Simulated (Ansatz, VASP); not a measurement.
# Two plane-wave programs on H

Contents of INCAR:

```
SYSTEM = H
ALGO = Normal
EDIFF = 1E-7
ENCUT = 520
GGA = PE
ISIF = 2
ISMEAR = 0
LASPH = .True.
LCHARG = .True.
LELF = .True.
LREAL = .False.
LVHAR = .True.
LWAVE = .False.
NBANDS = 10
NELM = 100
PREC = Accurate
SIGMA = 0.02
```

File KPOINTS:

```
k-points
0
Gamma
  9 9 6
  0 0 0
```

The input POSCAR:

```
H
1.0
    3.6735839662     -0.1335213348      0.0540306350
   -1.9524248510      3.1146528375      0.0540307852
    0.0710065280      0.1229871420      5.1806504142
H
4
Direct
    0.3653633169      0.6560333806      0.1673299536
    0.6514708449      0.3608007812      0.6802325065
    0.6391992188      0.3485291551      0.8197674935
    0.3439666194      0.6346366831      0.3326700464
```

Input for Ansatz:

```yaml
crystal:
  lattice:
    - [3.6735839662, -0.1335213348, 0.054030635]
    - [-1.952424851, 3.1146528375, 0.0540307852]
    - [0.071006528, 0.122987142, 5.1806504142]
  atoms:
    - { symbol: H, position: [0.3653633169, 0.6560333806, 0.1673299536] }
    - { symbol: H, position: [0.6514708449, 0.3608007812, 0.6802325065] }
    - { symbol: H, position: [0.6391992188, 0.3485291551, 0.8197674935] }
    - { symbol: H, position: [0.3439666194, 0.6346366831, 0.3326700464] }
basis:
  ecutwfc: 420
kpoints:
  mp_grid: { grid: [9, 9, 6] }
hamiltonian:
  xc: pbe
scf:
  occupations: { method: gaussian, width: 0.02 }
output:
  forces: true
  stress: true
  eigenvalues: true
```

Alike in both runs: task single point; functional PBE; k mesh 9 × 9 × 6; occupations gaussian, width 0.02 eV; no spin polarisation.

|  | VASP | Ansatz |
| --- | --- | --- |
| version | VASP 6.6.1 | Ansatz 0.2.0 |
| potentials or method | VASP PAW PBE potentials, release 64 (H), cutoff 520 eV | scalar-relativistic, plane waves, PAW |
| valence electrons in the cell | 4 | 4 |

Ansatz gave:

```
gap on the k mesh at the Fermi level (eV)                     : 8.26
least direct gap on the mesh (eV)                             : 8.38
pressure (GPa)                                                : -1.2
traceless stress, the component that is largest in VASP (GPa) : -2.72
rms of the force components (eV/Å)                            : 1.168
```

Task: Estimate VASP's values.

Result: gap on the k mesh at the Fermi level (eV): 8.26; least direct gap on the mesh (eV): 8.39; pressure (GPa): -1.4; traceless stress, the component that is largest in VASP (GPa): -2.74; rms of the force components (eV/Å): 1.164.

Atom by atom the forces differ by 0.006 eV/Å (rms over components). The functional is the same, so the differences come from potentials, cutoffs and numerics. Ansatz's warnings: structure snapped to symmetry.
